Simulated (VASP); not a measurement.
# Si in VASP: further runs

Runs on Si. Level: LDA. Tasks: single point.

All numbers are computed with VASP 6.6.1; they aren't measurements. Logs are shortened: lines on timing, memory, paths and dates and some standing lists are left out, and cuts for length are marked.

## 1. The cell of the first run

Symmetry: Fd-3m, No. 227, cubic system. Conventional cell: a = 5.402 Å, b = 5.402 Å, c = 5.402 Å, α = 90.00°, β = 90.00°, γ = 90.00°. Si (site symmetry -43m) has 4 Si at 2.34 Å within 3.1 Å.

## 2. Single point, LDA

Input file INCAR:

```
ALGO = Normal
EDIFF = 1E-6
ENCUT = 520
GGA = CA
ISIF = 2
ISMEAR = 0
LASPH = True
LCHARG = False
LREAL = False
LWAVE = False
NBANDS = 16
NELM = 60
PREC = Accurate
SIGMA = 0.05
```

Input file KPOINTS:

```
k-points
0
Gamma
  10 10 6
```

Input file POSCAR:

```
Si
1.0
    0.0000000000     -2.7007989451     -2.7007989451
    0.0000000000      2.7007989451     -2.7007989451
    5.4015978902      0.0000000000      0.0000000000
Si
4
Direct
    0.5000000000      0.5000000000      0.0000000000
    0.0000000000      0.0000000000      0.5000000000
    0.0000000000      0.5000000000      0.2500000000
    0.5000000000      0.0000000000      0.7500000000
```

Potentials or basis: VASP PAW LDA potentials, release 64 (Si).

On the command line:

```bash
cat potpaw_LDA.64/Si/POTCAR > POTCAR
mpirun -np 1 vasp_std > vasp.out
```

OUTCAR:

```text
EDIFF = 1E-6
   ENCUT = 520
   GGA = CA
   ISIF = 2
   ISMEAR = 0
   LASPH = True
   LREAL = False
   NELM = 60
   PREC = Accurate

 ion  position               nearest neighbor table
   1  0.500  0.500  0.000-   3 2.34   4 2.34   4 2.34   3 2.34
   2  0.000  0.000  0.500-   3 2.34   4 2.34   3 2.34   4 2.34
   3  0.000  0.500  0.250-   1 2.34   2 2.34   2 2.34   1 2.34
   4  0.500  0.000  0.750-   1 2.34   2 2.34   1 2.34   2 2.34

  LATTYP: Found a simple tetragonal cell.
 ALAT       =     3.8195064974
 C/A-ratio  =     1.4142135624

  Lattice vectors:

 A1 = (   0.0000000000,  -2.7007989451,  -2.7007989451)
 A2 = (   0.0000000000,   2.7007989451,  -2.7007989451)
 A3 = (   5.4015978902,   0.0000000000,   0.0000000000)

Analysis of symmetry for initial positions (statically):
=====================================================================
 Subroutine PRICEL returns following result:

  LATTYP: Found a face centered cubic cell.
 ALAT       =     5.4015978902

  Lattice vectors:

 A1 = (  -2.7007989451,   0.0000000000,   2.7007989451)
 A2 = (  -2.7007989451,  -2.7007989451,   0.0000000000)
 A3 = (  -0.0000000000,  -2.7007989451,   2.7007989451)

   2 primitive cells build up your supercell.

 Routine SETGRP: Setting up the symmetry group for a
 simple tetragonal supercell.

 Subroutine GETGRP returns: Found 16 space group operations
 (whereof  8 operations were pure point group operations)
 out of a pool of 16 trial point group operations.

The static configuration has the point symmetry D_2d.
 The point group associated with its full space group is D_4h.

Analysis of symmetry for dynamics (positions and initial velocities):
=====================================================================
 Subroutine PRICEL returns following result:

  LATTYP: Found a face centered cubic cell.
 ALAT       =     5.4015978902

  Lattice vectors:

 A1 = (  -2.7007989451,   0.0000000000,   2.7007989451)
 A2 = (  -2.7007989451,  -2.7007989451,   0.0000000000)
 A3 = (  -0.0000000000,  -2.7007989451,   2.7007989451)

   2 primitive cells build up your supercell.

 Routine SETGRP: Setting up the symmetry group for a
 simple tetragonal supercell.

[... 89 lines left out ...]
   total plane-waves  NPLWV =  31360
   dimension x,y,z NGX =    28 NGY =   28 NGZ =   40
   dimension x,y,z NGXF=    56 NGYF=   56 NGZF=   80
   ions per type =               4
   NGX,Y,Z   is equivalent  to a cutoff of  12.19, 12.19, 12.31 a.u.
   NGXF,Y,Z  is equivalent  to a cutoff of  24.37, 24.37, 24.62 a.u.
 SYSTEM =  unknown system
   PREC   = accura    normal or accurate (medium, high low for compatibility)
   ISTART =      0    job   : 0-new  1-cont  2-samecut
   ICHARG =      2    charge: 1-file 2-atom 10-const
   ISPIN  =      1    spin polarized calculation?
   LNONCOLLINEAR =      F non collinear calculations
   LSORBIT =      F    spin-orbit coupling
   LASPH  =      T    aspherical Exc in radial PAW
   ENCUT  =  520.0 eV  38.22 Ry    6.18 a.u.   7.10  7.10 10.04*2*pi/ulx,y,z
   NELM   =     60;   NELMIN=  2; NELMDL= -5     # of ELM steps
   EDIFF  = 0.1E-05   stopping-criterion for ELM
   LREAL  =      F    real-space projection
[... 7 lines left out ...]
   TEBEG  =    0.0;   TEEND  =   0.0 temperature during run
   PSTRESS=    0.0 pullay stress
   NELECT =      16.0000    total number of electrons
   NUPDOWN=      -1.0000    fix difference up-down
   EMIN   =  10.00;   EMAX   =-10.00  energy-range for DOS
   EFERMI =   0.00;   METHOD = LEGACY
   ISMEAR =     0;   SIGMA  =   0.05  broadening in eV -4-tet -1-fermi 0-gaus
   EFERMI_NEDOS =   21; number of points for ismear=-14 and -15
   IALGO  =     38    algorithm
   IMIX   =      4    mixing-type and parameters
     AMIX     =   0.40;   BMIX     =  1.00
     AMIX_MAG =   1.60;   BMIX_MAG =  1.00
  volume/ion in A,a.u.               =      19.70       132.95
  Fermi-wavevector in a.u.,A,eV,Ry     =   0.962209  1.818311 12.596892  0.925845
  Thomas-Fermi vector in A             =   2.091648
   LORBIT       =      0    0 simple, 1 ext, 2 COOP (PROOUT), +10 PAW based schemes
   GGA     = CA    functional components
   LHFCALC =     F    Hartree Fock is set to
   AEXX    =    0.0000 exact exchange contribution
   IVDW    =     0    specifies the selected vdW correction
   LEPSILON=     F    determine dielectric tensor
   LRPA    =     F    only Hartree local field effects (RPA)
 non-spin polarized calculation
 Gauss-broadening in eV      SIGMA  =   0.05
  energy-cutoff  :      520.00
  volume of cell :       78.80
 maximum number of plane-waves:      2138
   NGX = 15   NGY = 15   NGZ = 21

 number of electron      16.0000001 magnetization

 Free energy of the ion-electron system (eV)
  ---------------------------------------------------
  ext. energy  EPLUGINS =         0.00000000
  ---------------------------------------------------
  free energy    TOTEN  =       -23.83922324 eV

  energy without entropy =      -23.83922324  energy(sigma->0) =      -23.83922324

 E-fermi :   6.1426     XC(G=0):  -9.6664

 val. band max:        5.9352150095   @ k =   0.0000   0.0000   0.0000
 cond. band min:       6.3768988987   @ k =   0.0000   0.0000   0.1667
 fundamental gap:      0.4416838892
 Fermi energy:         6.1426077998

 k-point     1 :       0.0000    0.0000    0.0000
  band No.  band energies     occupation
      1      -6.1327      2.00000
      2      -1.9305      2.00000
      3      -1.9305      2.00000
      4       3.0402      2.00000
      5       3.0402      2.00000
      6       5.9352      2.00000
[... 433 lines left out ...]
      3      -0.7269      2.00000
      4       2.0458      2.00000
      5       3.1026      2.00000
      6       3.4252      2.00000
[... 8 lines left out ...]
     15      12.8228      0.00000
     16      13.0118      0.00000

 [... further k-points ...]
[... 5 lines left out ...]
  --------------------------------------------------------------------------------------
  -------------------------------------------------------------------------------------
  Total        0.0283691      0.0349290      0.0349290     -0.0000000      0.0000000      0.0000000
  in kB        0.5767913      0.7101669      0.7101669     -0.0000000      0.0000000      0.0000000
  external PRESSURE =       0.6657084 kB  Pullay stress =       0.0000000 kB

 VOLUME and BASIS-vectors are now :
 -----------------------------------------------------------------------------
  energy-cutoff  :      520.00
  volume of cell :       78.80
      direct lattice vectors                 reciprocal lattice vectors
     0.000000000 -2.700798945 -2.700798945     0.000000000 -0.185130404 -0.185130404
     0.000000000  2.700798945 -2.700798945     0.000000000  0.185130404 -0.185130404
     5.401597890  0.000000000  0.000000000     0.185130404  0.000000000  0.000000000

 POSITION                                       TOTAL-FORCE (eV/Angst)
 -----------------------------------------------------------------------------------
      0.00000      0.00000     -2.70080        -0.000000      0.000000      0.000000
      2.70080      0.00000      0.00000         0.000000      0.000000      0.000000
      1.35040      1.35040     -1.35040        -0.000000     -0.000000     -0.000000
      4.05120     -1.35040     -1.35040         0.000000     -0.000000     -0.000000
 -----------------------------------------------------------------------------------
    total drift:                               -0.000000      0.000000     -0.000000

  FREE ENERGIE OF THE ION-ELECTRON SYSTEM (eV)
  ---------------------------------------------------
  free  energy   TOTEN  =       -23.8392232444 eV

  energy  without entropy=      -23.8392232443  energy(sigma->0) =      -23.83922324
```

stdout:

```text
POSCAR found type information on POSCAR Si
 POSCAR found :  1 types and       4 ions
 scaLAPACK will be used
 LDA part: xc-table for (Slater(with rela. corr.)+CA(PZ))
 , standard interpolation
 POSCAR, INCAR and KPOINTS ok, starting setup
 FFT: planning ... GRIDC
 FFT: planning ... GRID_SOFT
 FFT: planning ... GRID
 WAVECAR not read
 entering main loop
```

It used 45 s of CPU time on 1 thread of Intel(R) Xeon(R) Platinum 8259CL CPU @ 2.50GHz (Skylake/Cascade Lake) (shared host).

What came out:

| Property | Result |
| --- | --- |
| Free energy | -23.8392 eV |
| Pressure | 0.1 GPa |
| Band gap on the k mesh | 0.44 eV |

A k mesh can miss the band edges. A hybrid or GW would open this gap; LDA tends to underestimate it.

## 3. Single point, LDA (mode 4 frozen in at -0.042 Å and mode 9 at +0.000 Å (largest displacements))

Input file INCAR:

```
SYSTEM = Si
PREC = Accurate
ENCUT = 520
EDIFF = 1E-7
ISMEAR = 0
SIGMA = 0.05
LREAL = .FALSE.
LASPH = .TRUE.
NELM = 60
ALGO = Normal
ISIF = 2
LWAVE = .FALSE.
LCHARG = .FALSE.
GGA = CA
NBANDS = 16
```

Input file KPOINTS:

```
regular mesh
0
G
  10 10 6
  0 0 0
```

Input file POSCAR:

```
Si
1.0
    0.0000000000     -2.7007989451     -2.7007989451
    0.0000000000      2.7007989451     -2.7007989451
    5.4015978902      0.0000000000      0.0000000000
Si
4
Direct
    0.5083150923      0.4928044927      0.0000000000
   -0.0083150923      0.0071955073      0.5000000000
    0.0083150923      0.5071955073      0.2500000000
    0.4916849077     -0.0071955073      0.7500000000
```

Potentials or basis: VASP PAW LDA potentials, release 64 (Si).

On the command line:

```bash
cat potpaw_LDA.64/Si/POTCAR > POTCAR
mpirun -np 1 vasp_std > vasp.out
```

Wall time 2.2 min (1 thread of Intel Xeon Platinum 8259CL at 2.50GHz (Skylake/Cascade Lake), shared host); peak memory 0.24 GiB.

It converged, with:

```
Free energy            : -23.8325 eV
Pressure               : 0.0 GPa
Largest force          : 0.080 eV/Å
Band gap on the k mesh : 0.44 eV
```

Forces on the atoms (eV/Å):
```
Si  -0.002  0.080  0.006
Si  -0.002 -0.080 -0.006
Si   0.002  0.006  0.080
Si   0.002 -0.006 -0.080
```

Levels at points of the mesh, in eV from the valence-band top:
```
           k point  band 6  band 7  band 8  band 9  band 10  band 11
(0.00, 0.00, 0.00)   -0.03   -0.02    0.00    0.59     0.60     2.53
(0.50, 0.00, 0.00)   -3.85   -1.34   -1.34    2.37     2.37     4.76
(0.00, 0.50, 0.00)   -3.84   -1.35   -1.35    2.37     2.37     4.76
(0.50, 0.50, 0.00)   -2.90   -2.89   -2.89    0.56     0.56     0.57
(0.00, 0.00, 0.50)   -1.93   -1.92   -1.92    1.03     1.03     3.01
(0.50, 0.00, 0.50)   -1.21   -1.21   -1.21    1.48     1.48     3.28
(0.00, 0.50, 0.50)   -1.21   -1.21   -1.21    1.48     1.48     3.28
(0.50, 0.50, 0.50)   -3.95   -3.95   -3.95    4.17     4.17     4.17
```

Caveat: the cell differs from its parent crystal (mode 4 frozen in at -0.042 Å and mode 9 at +0.000 Å (largest displacements)). A k mesh can miss the band edges.

## 4. Single point, LDA (mode 4 frozen in at +0.000 Å and mode 9 at -0.060 Å (largest displacements))

Input file INCAR:

```
SYSTEM = Si
PREC = Accurate ; ENCUT = 520
EDIFF = 1E-6 ; ISMEAR = 0
SIGMA = 0.05 ; LREAL = .False.
LASPH = .True. ; NELM = 100
ALGO = Normal ; ISIF = 2
LWAVE = .False. ; LCHARG = .False.
NBANDS = 16
```

Input file KPOINTS:

```
regular mesh
0
Gamma
  10 10 6
  0 0 0
```

Input file POSCAR:

```
Si
1.0
    0.0000000000     -2.7007989451     -2.7007989451
    0.0000000000      2.7007989451     -2.7007989451
    5.4015978902      0.0000000000      0.0000000000
Si
4
Direct
    0.5149845822      0.4952851495      0.0000000000
   -0.0149845822      0.0047148505      0.5000000000
   -0.0149845822      0.4952851495      0.2500000000
    0.5149845822      0.0047148505      0.7500000000
```

Potentials or basis: VASP PAW LDA potentials, release 64 (Si).

On the command line:

```bash
cat potpaw_LDA.64/Si/POTCAR > POTCAR
mpirun -np 1 vasp_std > vasp.out
```

OUTCAR:

```text
SYSTEM = Si
   PREC = Accurate
   ENCUT = 520
   EDIFF = 1E-6
   ISMEAR = 0
   LREAL = .False.
   LASPH = .True.
   NELM = 100
   ISIF = 2

 ion  position               nearest neighbor table
   1  0.515  0.495  0.000-   3 2.25   4 2.31   4 2.37   3 2.43
   2  0.985  0.005  0.500-   4 2.25   3 2.31   3 2.37   4 2.43
   3  0.985  0.495  0.250-   1 2.25   2 2.31   2 2.37   1 2.43
   4  0.515  0.005  0.750-   2 2.25   1 2.31   1 2.37   2 2.43

  LATTYP: Found a simple tetragonal cell.
 ALAT       =     3.8195064974
 C/A-ratio  =     1.4142135624

  Lattice vectors:

 A1 = (   0.0000000000,  -2.7007989451,  -2.7007989451)
 A2 = (   0.0000000000,   2.7007989451,  -2.7007989451)
 A3 = (   5.4015978902,   0.0000000000,   0.0000000000)

Analysis of symmetry for initial positions (statically):
=====================================================================
 Subroutine PRICEL returns:
 Original cell was already a primitive cell.

 Routine SETGRP: Setting up the symmetry group for a
 simple tetragonal supercell.

 Subroutine GETGRP returns: Found  4 space group operations
 (whereof  1 operations were pure point group operations)
 out of a pool of 16 trial point group operations.

The static configuration has the point symmetry C_1 .
 The point group associated with its full space group is D_2 .

Analysis of symmetry for dynamics (positions and initial velocities):
=====================================================================
 Subroutine PRICEL returns:
 Original cell was already a primitive cell.

 Routine SETGRP: Setting up the symmetry group for a
 simple tetragonal supercell.

 Subroutine GETGRP returns: Found  4 space group operations
 (whereof  1 operations were pure point group operations)
 out of a pool of 16 trial point group operations.

The dynamic configuration has the point symmetry C_1 .
 The point group associated with its full space group is D_2 .

 Subroutine INISYM returns: Found  4 space group operations
 (whereof  1 operations are pure point group operations),
 and found     1 'primitive' translations

[... 115 lines left out ...]
   IALGO  =     38    algorithm
   IMIX   =      4    mixing-type and parameters
     AMIX     =   0.40;   BMIX     =  1.00
     AMIX_MAG =   1.60;   BMIX_MAG =  1.00
  volume/ion in A,a.u.               =      19.70       132.95
  Fermi-wavevector in a.u.,A,eV,Ry     =   0.962209  1.818311 12.596892  0.925845
  Thomas-Fermi vector in A             =   2.091648
   LORBIT       =      0    0 simple, 1 ext, 2 COOP (PROOUT), +10 PAW based schemes
   GGA     = CA    functional components
   LHFCALC =     F    Hartree Fock is set to
   AEXX    =    0.0000 exact exchange contribution
   IVDW    =     0    specifies the selected vdW correction
   LEPSILON=     F    determine dielectric tensor
   LRPA    =     F    only Hartree local field effects (RPA)
 non-spin polarized calculation
 Gauss-broadening in eV      SIGMA  =   0.05
  energy-cutoff  :      520.00
  volume of cell :       78.80
 maximum number of plane-waves:      2138
   NGX = 15   NGY = 15   NGZ = 21

 number of electron      16.0000001 magnetization

 Free energy of the ion-electron system (eV)
  ---------------------------------------------------
  ext. energy  EPLUGINS =         0.00000000
  ---------------------------------------------------
  free energy    TOTEN  =       -23.68024188 eV

  energy without entropy =      -23.68024188  energy(sigma->0) =      -23.68024188

 E-fermi :   6.1473     XC(G=0):  -9.6641

 val. band max:        5.9701771461   @ k =   0.0000   0.0000   0.0000
 cond. band min:       6.3288383191   @ k =   0.0000   0.0000   0.1667
 fundamental gap:      0.3586611731
 Fermi energy:         6.1472856201

 k-point     1 :       0.0000    0.0000    0.0000
  band No.  band energies     occupation
      1      -6.1560      2.00000
      2      -1.9711      2.00000
      3      -1.9387      2.00000
      4       3.0208      2.00000
      5       3.0434      2.00000
      6       5.9362      2.00000
[... 433 lines left out ...]
      3      -0.7634      2.00000
      4       1.2346      2.00000
      5       1.8399      2.00000
      6       2.8214      2.00000
[... 8 lines left out ...]
     15      12.3718      0.00000
     16      13.6945      0.00000

 [... further k-points ...]
[... 5 lines left out ...]
  --------------------------------------------------------------------------------------
  -------------------------------------------------------------------------------------
  Total        0.5950994      0.3125171      0.3125171      0.0000000      0.2325186      0.0000000
  in kB       12.0993865      6.3540057      6.3540057      0.0000000      4.7275003      0.0000000
  external PRESSURE =       8.2691326 kB  Pullay stress =       0.0000000 kB

 VOLUME and BASIS-vectors are now :
 -----------------------------------------------------------------------------
  energy-cutoff  :      520.00
  volume of cell :       78.80
      direct lattice vectors                 reciprocal lattice vectors
     0.000000000 -2.700798945 -2.700798945     0.000000000 -0.185130404 -0.185130404
     0.000000000  2.700798945 -2.700798945     0.000000000  0.185130404 -0.185130404
     5.401597890  0.000000000  0.000000000     0.185130404  0.000000000  0.000000000

 POSITION                                       TOTAL-FORCE (eV/Angst)
 -----------------------------------------------------------------------------------
      0.00000     -0.05320     -2.72854        -0.174960      1.177975      0.617413
      2.70080     -2.64759     -2.67306        -0.174960     -1.177975     -0.617413
      1.35040     -1.32266     -3.99799         0.174960     -0.617413     -1.177975
      4.05120     -1.37814     -1.40360         0.174960      0.617413      1.177975
 -----------------------------------------------------------------------------------
    total drift:                                0.000000     -0.000000     -0.000000

  FREE ENERGIE OF THE ION-ELECTRON SYSTEM (eV)
  ---------------------------------------------------
  free  energy   TOTEN  =       -23.6802418847 eV

  energy  without entropy=      -23.6802418843  energy(sigma->0) =      -23.68024188
```

It took 2 min on 1 thread of Intel Xeon Platinum 8259CL at 2.50GHz (Skylake/Cascade Lake), shared host; peak memory 0.23 GiB.

What came out:

```
Free energy            : -23.6802 eV
Pressure               : 0.8 GPa
Largest force          : 1.341 eV/Å
Band gap on the k mesh : 0.36 eV
```

Forces in eV/Å, atoms in the order of the input:
```
Si  -0.175  1.178  0.617
Si  -0.175 -1.178 -0.617
Si   0.175 -0.617 -1.178
Si   0.175  0.617  1.178
```

Stress tensor (GPa, compression positive):
```
1.21 0.00 0.00
0.00 0.64 0.47
0.00 0.47 0.64
```

Caveat: the cell differs from its parent crystal (mode 4 frozen in at +0.000 Å and mode 9 at -0.060 Å (largest displacements)); forces of over 1 eV/Å act on the atoms, so gaps and moduli don't describe the material at rest. A k mesh can miss the band edges.

(Part 1 of 2 ends here.)
